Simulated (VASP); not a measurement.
# Sb (R-3m) in VASP: single point with PBEsol

Aim: the single point of Sb with PBEsol.

Program: VASP 6.6.1. These are calculated values, not measurements. Logs are shortened: lines on timing, memory, paths and dates and some standing lists are left out, and cuts for length are marked.

**1. The cell of the first run**

It takes space group R-3m (No. 166, trigonal). Conventional cell: a = 4.167 Å, b = 4.167 Å, c = 11.969 Å, α = 90.00°, β = 90.00°, γ = 120.00°. Within 3.8 Å of Sb (site symmetry 3m) lie 6 Sb at 2.89 to 3.39 Å.

**2. Single point, PBEsol**

INCAR reads:

```
SYSTEM = Sb
ALGO = Normal
EDIFF = 1E-6
ENCUT = 500
GGA = PS
GGA_COMPAT = .False.
ISIF = 2
ISMEAR = 0
LASPH = .True.
LCHARG = .False.
LREAL = .False.
LWAVE = .False.
NBANDS = 22
NELM = 120
PREC = Accurate
SIGMA = 0.15
```

KPOINTS reads:

```
k-points
0
Gamma
  18 18 18
  0 0 0
```

POSCAR reads:

```
Sb
1.0
    2.0833495674      1.2028224336      3.9896147744
   -2.0833495674      1.2028224336      3.9896147744
    0.0000000000     -2.4056448671      3.9896147745
Sb
2
Direct
    0.2336400000      0.2336400000      0.2336400000
    0.7663600000      0.7663600000      0.7663600000
```

Potentials or basis: VASP PAW PBE potentials, release 64 (Sb_d_GW).

Launch:

```sh
$ cat potpaw_PBE.64/Sb_d_GW/POTCAR > POTCAR
$ mpirun -np 1 vasp_std > vasp.out
```

OUTCAR:

```text
SYSTEM = Sb
   EDIFF = 1E-6
   ENCUT = 500
   GGA = PS
   ISIF = 2
   ISMEAR = 0
   LASPH = .True.
   LREAL = .False.
   NELM = 120
   PREC = Accurate

 ion  position               nearest neighbor table
   1  0.234  0.234  0.234-   2 2.89   2 2.89   2 2.89   2 3.39   2 3.39   2 3.39
   2  0.766  0.766  0.766-   1 2.89   1 2.89   1 2.89   1 3.39   1 3.39   1 3.39

  LATTYP: Found a trigonal (rhomboedric) cell.
 ALAT       =     4.6587716487
 COS(alpha) =     0.6000447136

  Lattice vectors:

 A1 = (   2.0833495674,   1.2028224336,   3.9896147744)
 A2 = (  -2.0833495674,   1.2028224336,   3.9896147744)
 A3 = (   0.0000000000,  -2.4056448671,   3.9896147745)

Analysis of symmetry for initial positions (statically):
=====================================================================
 Subroutine PRICEL returns:
 Original cell was already a primitive cell.

 Routine SETGRP: Setting up the symmetry group for a
 trigonal (rhombohedral) supercell.

 Subroutine GETGRP returns: Found 12 space group operations
 (whereof 12 operations were pure point group operations)
 out of a pool of 12 trial point group operations.

The static configuration has the point symmetry D_3d.

Analysis of symmetry for dynamics (positions and initial velocities):
=====================================================================
 Subroutine PRICEL returns:
 Original cell was already a primitive cell.

 Routine SETGRP: Setting up the symmetry group for a
 trigonal (rhombohedral) supercell.

 Subroutine GETGRP returns: Found 12 space group operations
 (whereof 12 operations were pure point group operations)
 out of a pool of 12 trial point group operations.

The dynamic configuration has the point symmetry D_3d.

 Subroutine INISYM returns: Found 12 space group operations
 (whereof 12 operations are pure point group operations),
 and found     1 'primitive' translations

----------------------------------------------------------------------------------------

                                     Primitive cell

  volume of cell :      59.9854

  direct lattice vectors                    reciprocal lattice vectors
     2.083349567  1.202822434  3.989614774     0.239998130  0.138562985  0.083550255
    -2.083349567  1.202822434  3.989614774    -0.239998130  0.138562985  0.083550255
     0.000000000 -2.405644867  3.989614775     0.000000000 -0.277125970  0.083550255

  length of vectors
[... 79 lines left out ...]
   LASPH  =      T    aspherical Exc in radial PAW
   ENCUT  =  500.0 eV  36.75 Ry    6.06 a.u.   8.49  8.49  8.49*2*pi/ulx,y,z
   NELM   =    120;   NELMIN=  2; NELMDL= -5     # of ELM steps
   EDIFF  = 0.1E-05   stopping-criterion for ELM
   LREAL  =      F    real-space projection
   EDIFFG = 0.1E-04   stopping-criterion for IOM
   NSW    =      0    number of steps for IOM
   IBRION =     -1    ionic relax: 0-MD 1-quasi-New 2-CG
   NFREE  =      0    steps in history (QN), initial steepest desc. (CG)
   ISIF   =      2    stress and relaxation
   ISYM   =      2    0-nonsym 1-usesym 2-fastsym
   POTIM  = 0.5000    time-step for ionic-motion
   TEBEG  =    0.0;   TEEND  =   0.0 temperature during run
   PSTRESS=    0.0 pullay stress
   NELECT =      30.0000    total number of electrons
   NUPDOWN=      -1.0000    fix difference up-down
   EMIN   =  10.00;   EMAX   =-10.00  energy-range for DOS
   EFERMI =   0.00;   METHOD = LEGACY
   ISMEAR =     0;   SIGMA  =   0.15  broadening in eV -4-tet -1-fermi 0-gaus
   EFERMI_NEDOS =   21; number of points for ismear=-14 and -15
   IALGO  =     38    algorithm
   IMIX   =      4    mixing-type and parameters
     AMIX     =   0.40;   BMIX     =  1.00
     AMIX_MAG =   1.60;   BMIX_MAG =  1.00
  volume/ion in A,a.u.               =      29.99       202.40
  Fermi-wavevector in a.u.,A,eV,Ry     =   1.299471  2.455644 22.975140  1.688625
  Thomas-Fermi vector in A             =   2.430733
   LORBIT       =      0    0 simple, 1 ext, 2 COOP (PROOUT), +10 PAW based schemes
   GGA     = PS    functional components
   LHFCALC =     F    Hartree Fock is set to
   AEXX    =    0.0000 exact exchange contribution
   IVDW    =     0    specifies the selected vdW correction
   LEPSILON=     F    determine dielectric tensor
   LRPA    =     F    only Hartree local field effects (RPA)
 non-spin polarized calculation
 Gauss-broadening in eV      SIGMA  =   0.15
  energy-cutoff  :      500.00
  volume of cell :       59.99
 maximum number of plane-waves:      1557
 NGX is ok and might be reduce to    36
   NGX = 17   NGY = 17   NGZ = 17

 number of electron      30.0000004 magnetization

 Free energy of the ion-electron system (eV)
  ---------------------------------------------------
  ext. energy  EPLUGINS =         0.00000000
  ---------------------------------------------------
  free energy    TOTEN  =        -9.11505413 eV

  energy without entropy =       -9.10860697  energy(sigma->0) =       -9.11183055

 E-fermi :   5.2559     XC(G=0): -10.0918

 val. band max:        5.2530867391   @ k =  -0.3889   0.5000   0.3889
 cond. band min:       5.2608220197   @ k =   0.3889   0.0000   0.0000
 fundamental gap:      0.0077352806
 Fermi energy:         5.2558689939

 k-point     1 :       0.0000    0.0000    0.0000
  band No.  band energies     occupation
      1     -24.0793      2.00000
      2     -24.0793      2.00000
      3     -23.9826      2.00000
      4     -23.9826      2.00000
      5     -23.9739      2.00000
      6     -23.8677      2.00000
[... 589 lines left out ...]
     21      12.4157      0.00000
     22      14.6323      0.00000

 [... further k-points ...]

------------------------ aborting loop because EDIFF is reached ----------------------------------------

  FORCE on cell =-STRESS in cart. coord.  units (eV):
  Direction    XX          YY          ZZ          XY          YZ          ZX
  --------------------------------------------------------------------------------------
  -------------------------------------------------------------------------------------
  Total        0.6101880      0.6101880     -0.3349571      0.0000000     -0.0000000      0.0000000
  in kB       16.2977768     16.2977768     -8.9465150      0.0000000     -0.0000000      0.0000000
  external PRESSURE =       7.8830128 kB  Pullay stress =       0.0000000 kB

 VOLUME and BASIS-vectors are now :
 -----------------------------------------------------------------------------
  energy-cutoff  :      500.00
  volume of cell :       59.99
      direct lattice vectors                 reciprocal lattice vectors
     2.083349567  1.202822434  3.989614774     0.239998130  0.138562985  0.083550255
    -2.083349567  1.202822434  3.989614774    -0.239998130  0.138562985  0.083550255
     0.000000000 -2.405644867  3.989614775     0.000000000 -0.277125970  0.083550255

 POSITION                                       TOTAL-FORCE (eV/Angst)
 -----------------------------------------------------------------------------------
      0.00000      0.00000      2.79640         0.000000      0.000000      0.088350
      0.00000      0.00000      9.17244         0.000000     -0.000000     -0.088350
 -----------------------------------------------------------------------------------
    total drift:                               -0.000000      0.000000      0.000000

  FREE ENERGIE OF THE ION-ELECTRON SYSTEM (eV)
  ---------------------------------------------------
  free  energy   TOTEN  =        -9.1150541273 eV

  energy  without entropy=       -9.1086069737  energy(sigma->0) =       -9.11183055
```

OSZICAR:

```text
N       E                     dE             d eps       ncg     rms          rms(c)
DAV:   1     0.228369259461E+03    0.22837E+03   -0.94784E+03 35760   0.128E+04
DAV:   2     0.229023656524E+02   -0.20547E+03   -0.19726E+03 49504   0.147E+03
DAV:   3    -0.775079476831E+01   -0.30653E+02   -0.30438E+02 50204   0.237E+02
DAV:   4    -0.908677357686E+01   -0.13360E+01   -0.13354E+01 44302   0.354E+01
DAV:   5    -0.913479764433E+01   -0.48024E-01   -0.48019E-01 39176   0.800E+00    0.402E+00
DAV:   6    -0.912212718104E+01    0.12670E-01   -0.50542E-02 49474   0.924E+00    0.246E+00
DAV:   7    -0.911512860361E+01    0.69986E-02   -0.15211E-02 42446   0.771E+00    0.889E-02
DAV:   8    -0.911501820095E+01    0.11040E-03   -0.20905E-03 42384   0.257E+00    0.716E-02
DAV:   9    -0.911505118741E+01   -0.32986E-04   -0.88928E-05 45492   0.308E-01    0.195E-02
DAV:  10    -0.911505374855E+01   -0.25611E-05   -0.10870E-05 41806   0.171E-01    0.326E-03
DAV:  11    -0.911505412730E+01   -0.37875E-06   -0.23162E-07 18526   0.133E-02
   1 F= -.91150541E+01 E0= -.91118306E+01  d E =-.644715E-02
```

stdout:

```text
POSCAR found type information on POSCAR Sb
 POSCAR found :  1 types and       2 ions
 scaLAPACK will be used
 -----------------------------------------------------------------------------
|                                                                             |
|                                                                             |
|     You enforced a specific xc type in the INCAR file but a different       |
|     I HOPE YOU KNOW WHAT YOU ARE DOING!                                     |
|                                                                             |
 -----------------------------------------------------------------------------

 LDA part: xc-table for (Slater+PW92), standard interpolation
 POSCAR, INCAR and KPOINTS ok, starting setup
 FFT: planning ... GRIDC
 FFT: planning ... GRID_SOFT
 FFT: planning ... GRID
 WAVECAR not read
 entering main loop
```

It took 6.3 min on 1 thread of Intel Xeon Platinum 8488C (Sapphire Rapids), shared host; peak memory 0.78 GiB.

Results:

| Property | Result |
| --- | --- |
| Free energy | -9.1151 eV |
| Pressure | 0.8 GPa |
| Largest force | 0.088 eV/Å |
| Band gap on the k mesh | zero (bands 15 and 16 overlap by 0.81 eV) |

Forces in eV/Å, atoms in the order of the input:
```
Sb   0.000  0.000  0.088
Sb   0.000  0.000 -0.088
```

Stress tensor (GPa, compression positive):
```
 1.63  0.00  0.00
 0.00  1.63  0.00
 0.00  0.00 -0.89
```

Caveat: the PAW data sets were made with another functional, which shifts forces and pressure a little; spin-orbit coupling is left out, which moves the levels of the heavy elements.
